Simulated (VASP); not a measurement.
A run of VASP 6.6.1:

The input POSCAR:

```
YTl
1.0
    3.7790522918      0.0000000000      0.0000000000
    0.0000000000      3.7790522918      0.0000000000
    0.0000000000      0.0000000000      3.7790522918
Y Tl
1 1
Direct
    0.5000000000      0.5000000000      0.5000000000
    0.0000000000      0.0000000000      0.0000000000
```

File INCAR.step1:

```
PREC = Accurate ; ENCUT = 520
ISMEAR = -1 ; SIGMA = 0.1
LREAL = F ; LASPH = T
NELM = 100 ; NBANDS = 19
GGA = PE ; ALGO = Normal
EDIFF = 1E-4 ; LWAVE = T
LCHARG = F
```

The input INCAR.step2:

```
PREC = Accurate ; ENCUT = 520
EDIFF = 1E-7 ; ISMEAR = -1
SIGMA = 0.1 ; LREAL = F
LASPH = T ; NELM = 100
ALGO = Normal ; ISIF = 2
LWAVE = F ; LCHARG = F
METAGGA = R2SCAN ; LMIXTAU = T
NBANDS = 19 ; ISTART = 1
```

The input KPOINTS:

```
regular mesh
0
Gamma
  8 8 8
```

Potentials or basis: VASP PAW PBE potentials, release 64 (Y_sv, Tl_d).

Command:

```console
$ cat potpaw_PBE.64/Y_sv/POTCAR potpaw_PBE.64/Tl_d/POTCAR > POTCAR
$ cp INCAR.step1 INCAR
$ mpirun -np 1 vasp_std > vasp.out
$ cp INCAR.step2 INCAR
$ mpirun -np 1 vasp_std > vasp.out
```

Hardware: 1 thread of Intel(R) Xeon(R) 6975P-C (Granite Rapids) (shared host).

**Question.** Estimate the wall time of this run.

**Answer.** Wall time 53 s on 1 thread of Intel(R) Xeon(R) 6975P-C (Granite Rapids), on a shared host, peak memory 0.2 GiB. Counts: k points 35.
